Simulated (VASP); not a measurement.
# RbBr (Fm-3m) in VASP: settings compared, part 2 of 2

VASP 6.6.1.

## Step 6: Single point, r2SCAN

This run uses another cell than the first one, of 41.45 Å³/atom.

Contents of POSCAR:

```
RbBr
1.0
    0.0000000000      3.4608261468      3.4608261468
    3.4608261468      0.0000000000      3.4608261468
    3.4608261468      3.4608261468      0.0000000000
Rb Br
1 1
Direct
    0.0000000000      0.0000000000      0.0000000000
    0.5000000000      0.5000000000      0.5000000000
```

Contents of INCAR.step1:

```
SYSTEM = RbBr
PREC = Accurate ; ENCUT = 520
ISMEAR = 0 ; SIGMA = 0.01
LREAL = .False. ; LASPH = .True.
NELM = 60 ; NBANDS = 15
GGA = PE ; ALGO = Normal
EDIFF = 1E-4 ; LWAVE = .True.
LCHARG = .False.
```

Contents of INCAR.step2:

```
SYSTEM = RbBr
PREC = Accurate ; ENCUT = 520
EDIFF = 1E-6 ; ISMEAR = 0
SIGMA = 0.01 ; LREAL = .False.
LASPH = .True. ; NELM = 60
ALGO = Normal ; ISIF = 2
LWAVE = .False. ; LCHARG = .True.
METAGGA = R2SCAN ; LMIXTAU = .True.
LELF = .True. ; LVHAR = .True.
NBANDS = 15 ; ISTART = 1
```

Contents of KPOINTS:

```
regular mesh
0
Gamma
  6 6 6
  0 0 0
```

Potentials or basis: VASP PAW PBE potentials, release 64 (Rb_sv, Br).

Command:

```console
cat potpaw_PBE.64/Rb_sv/POTCAR potpaw_PBE.64/Br/POTCAR > POTCAR
cp INCAR.step1 INCAR
mpirun -np 1 vasp_std > vasp.out
cp INCAR.step2 INCAR
mpirun -np 1 vasp_std > vasp.out
```

OUTCAR:

```text
SYSTEM = RbBr
   PREC = Accurate
   ENCUT = 520
   EDIFF = 1E-6
   ISMEAR = 0
   LREAL = .False.
   LASPH = .True.
   NELM = 60
   ISIF = 2
   METAGGA = R2SCAN
   ISTART = 1

 ion  position               nearest neighbor table
   1  0.000  0.000  0.000-   2 3.46   2 3.46   2 3.46   2 3.46   2 3.46   2 3.46
   2  0.500  0.500  0.500-   1 3.46   1 3.46   1 3.46   1 3.46   1 3.46   1 3.46

  LATTYP: Found a face centered cubic cell.
 ALAT       =     6.9216522936

  Lattice vectors:

 A1 = (   0.0000000000,   3.4608261468,   3.4608261468)
 A2 = (   3.4608261468,   0.0000000000,   3.4608261468)
 A3 = (   3.4608261468,   3.4608261468,   0.0000000000)

Analysis of symmetry for initial positions (statically):
=====================================================================
 Subroutine PRICEL returns:
 Original cell was already a primitive cell.

 Routine SETGRP: Setting up the symmetry group for a
 face centered cubic supercell.

 Subroutine GETGRP returns: Found 48 space group operations
 (whereof 48 operations were pure point group operations)
 out of a pool of 48 trial point group operations.

The static configuration has the point symmetry O_h .

Analysis of symmetry for dynamics (positions and initial velocities):
=====================================================================
 Subroutine PRICEL returns:
 Original cell was already a primitive cell.

 Routine SETGRP: Setting up the symmetry group for a
 face centered cubic supercell.

 Subroutine GETGRP returns: Found 48 space group operations
 (whereof 48 operations were pure point group operations)
 out of a pool of 48 trial point group operations.

The dynamic configuration has the point symmetry O_h .

 Subroutine INISYM returns: Found 48 space group operations
 (whereof 48 operations are pure point group operations),
 and found     1 'primitive' translations

----------------------------------------------------------------------------------------

                                     Primitive cell

  volume of cell :      82.9028
[... 109 lines left out ...]
   LEPSILON=     F    determine dielectric tensor
   LRPA    =     F    only Hartree local field effects (RPA)
 non-spin polarized calculation
 Gauss-broadening in eV      SIGMA  =   0.01
  energy-cutoff  :      520.00
  volume of cell :       82.90
 maximum number of plane-waves:      2252
   NGX = 19   NGY = 19   NGZ = 19

 number of electron      15.9999997 magnetization

 Free energy of the ion-electron system (eV)
  ---------------------------------------------------
  ext. energy  EPLUGINS =         0.00000000
  ---------------------------------------------------
  free energy    TOTEN  =       -31.15566558 eV

  energy without entropy =      -31.15566558  energy(sigma->0) =      -31.15566558

 E-fermi :  -2.1625     XC(G=0):  -7.5052

 val. band max:       -2.2667535728   @ k =   0.0000   0.0000   0.0000
 cond. band min:       2.6260356576   @ k =   0.0000   0.0000   0.0000
 fundamental gap:      4.8927892304
 Fermi energy:        -2.1625218688

 k-point     1 :       0.0000    0.0000    0.0000
  band No.  band energies     occupation
      1     -27.4851      2.00000
      2     -14.8508      2.00000
      3     -11.0121      2.00000
      4     -11.0121      2.00000
      5     -11.0121      2.00000
      6      -2.2668      2.00000
      7      -2.2668      2.00000
      8      -2.2668      2.00000
      9       2.6260      0.00000
     10       5.6076      0.00000
     11       5.6076      0.00000
     12       5.6076      0.00000
     13       6.6558      0.00000
     14       6.6558      0.00000
[... 257 lines left out ...]
      2     -14.8179      2.00000
      3     -11.1486      2.00000
      4     -11.0999      2.00000
      5     -11.0148      2.00000
      6      -2.6807      2.00000
      7      -2.6481      2.00000
      8      -2.5265      2.00000
      9       4.5161      0.00000
     10       6.1578      0.00000
     11       6.3118      0.00000
     12       7.4214      0.00000
     13       8.4910      0.00000
     14       9.2601      0.00000
     15       9.6706      0.00000

------------------------ aborting loop because EDIFF is reached ----------------------------------------

  FORCE on cell =-STRESS in cart. coord.  units (eV):
  Direction    XX          YY          ZZ          XY          YZ          ZX
  --------------------------------------------------------------------------------------
  -------------------------------------------------------------------------------------
  Total        0.0231014      0.0231014      0.0231014     -0.0000000     -0.0000000      0.0000000
  in kB        0.4464563      0.4464563      0.4464563     -0.0000000     -0.0000000      0.0000000
  external PRESSURE =       0.4464563 kB  Pullay stress =       0.0000000 kB

 VOLUME and BASIS-vectors are now :
 -----------------------------------------------------------------------------
  energy-cutoff  :      520.00
  volume of cell :       82.90
      direct lattice vectors                 reciprocal lattice vectors
     0.000000000  3.460826147  3.460826147    -0.144474174  0.144474174  0.144474174
     3.460826147  0.000000000  3.460826147     0.144474174 -0.144474174  0.144474174
     3.460826147  3.460826147  0.000000000     0.144474174  0.144474174 -0.144474174

 POSITION                                       TOTAL-FORCE (eV/Angst)
 -----------------------------------------------------------------------------------
      0.00000      0.00000      0.00000         0.000000      0.000000     -0.000000
      3.46083      3.46083      3.46083         0.000000      0.000000      0.000000
 -----------------------------------------------------------------------------------
    total drift:                                0.000000      0.000000      0.000000

  FREE ENERGIE OF THE ION-ELECTRON SYSTEM (eV)
  ---------------------------------------------------
  free  energy   TOTEN  =       -31.1556655838 eV

  energy  without entropy=      -31.1556655838  energy(sigma->0) =      -31.15566558
```

OUTCAR.step1:

```text
SYSTEM = RbBr
   PREC = Accurate
   ENCUT = 520
   ISMEAR = 0
   LREAL = .False.
   LASPH = .True.
[... 498 lines left out ...]
      0.00000      0.00000      0.00000         0.000000     -0.000000     -0.000000
      3.46083      3.46083      3.46083        -0.000000      0.000000      0.000000
 -----------------------------------------------------------------------------------
    total drift:                                0.000000      0.000000      0.000000

  FREE ENERGIE OF THE ION-ELECTRON SYSTEM (eV)
  ---------------------------------------------------
  free  energy   TOTEN  =        -6.1092823393 eV

  energy  without entropy=       -6.1092823393  energy(sigma->0) =       -6.10928234
```

OSZICAR.step1:

```text
N       E                     dE             d eps       ncg     rms          rms(c)
DAV:   1     0.826768441002E+02    0.82677E+02   -0.65962E+03   480   0.902E+02
DAV:   2    -0.365242977125E+00   -0.83042E+02   -0.76539E+02   645   0.164E+02
DAV:   3    -0.614738405398E+01   -0.57821E+01   -0.57557E+01   641   0.447E+01
DAV:   4    -0.633404623021E+01   -0.18666E+00   -0.18664E+00   683   0.697E+00
DAV:   5    -0.633538156430E+01   -0.13353E-02   -0.13353E-02   663   0.592E-01    0.277E+00
DAV:   6    -0.611377284935E+01    0.22161E+00   -0.27102E-01   564   0.235E+00    0.182E+00
DAV:   7    -0.609623031296E+01    0.17543E-01   -0.12579E-01   627   0.171E+00    0.933E-01
DAV:   8    -0.610839726244E+01   -0.12167E-01   -0.15131E-02   510   0.700E-01    0.107E-01
DAV:   9    -0.610884666765E+01   -0.44941E-03   -0.67111E-04   649   0.132E-01    0.695E-02
DAV:  10    -0.610928110857E+01   -0.43444E-03   -0.56054E-04   494   0.131E-01    0.273E-02
DAV:  11    -0.610928233935E+01   -0.12308E-05   -0.27739E-05   443   0.298E-02
   1 F= -.61092823E+01 E0= -.61092823E+01  d E =-.423245-107
```

Run time: 2.2 min. Hardware: 1 thread of Intel Xeon 8259CL, shared host; peak memory 0.21 GiB.

Results:

- Free energy: -31.1557 eV
- Pressure: 0.0 GPa
- Band gap on the k mesh: 4.89 eV

Levels at points of the mesh, in eV from the valence-band top:
| k point | band 4 | band 5 | band 6 | band 7 | band 8 | band 9 | band 10 | band 11 | band 12 | band 13 |
| --- | --- | --- | --- | --- | --- | --- | --- | --- | --- | --- |
| (0.00, 0.00, 0.00) | -8.75 | -8.75 | 0.00 | 0.00 | 0.00 | 4.89 | 7.87 | 7.87 | 7.87 | 8.92 |
| (0.50, 0.00, 0.00) | -8.75 | -8.70 | -0.92 | -0.32 | -0.32 | 7.22 | 8.17 | 10.14 | 10.14 | 10.76 |
| (0.50, 0.50, 0.00) | -8.81 | -8.81 | -0.47 | -0.16 | -0.16 | 6.09 | 7.84 | 9.57 | 10.00 | 10.23 |

Caveat: the PAW data sets were made with another functional, which shifts forces and pressure a little.

## Step 7: Summary

| level | cell | gap on the mesh (eV) | pressure (GPa) |
| --- | --- | --- | --- |
| PBE | a = 5.011 Å, angles 60.0°, 2 atoms | 4.12 | -0.3 |
| PBE | a = 5.059 Å, angles 60.0°, 2 atoms | 4.06 | -0.6 |
| r2SCAN | a = 4.794 Å, angles 60.0°, 2 atoms | 5.06 | 1.1 |
| r2SCAN | a = 4.845 Å, angles 60.0°, 2 atoms | 4.97 | 0.5 |
| r2SCAN | a = 4.894 Å, angles 60.0°, 2 atoms | 4.89 | 0.0 |

Alike in all rows: task single point; potentials or basis VASP PAW PBE potentials, release 64 (Rb_sv, Br); no spin polarisation; k mesh 6 × 6 × 6; cutoff (eV) 520; smearing gaussian 0.01 eV.

Caveats: the PAW data sets were made with another functional, which shifts forces and pressure a little (at least some runs).

Absolute energies hang on the potentials; compare differences alone.
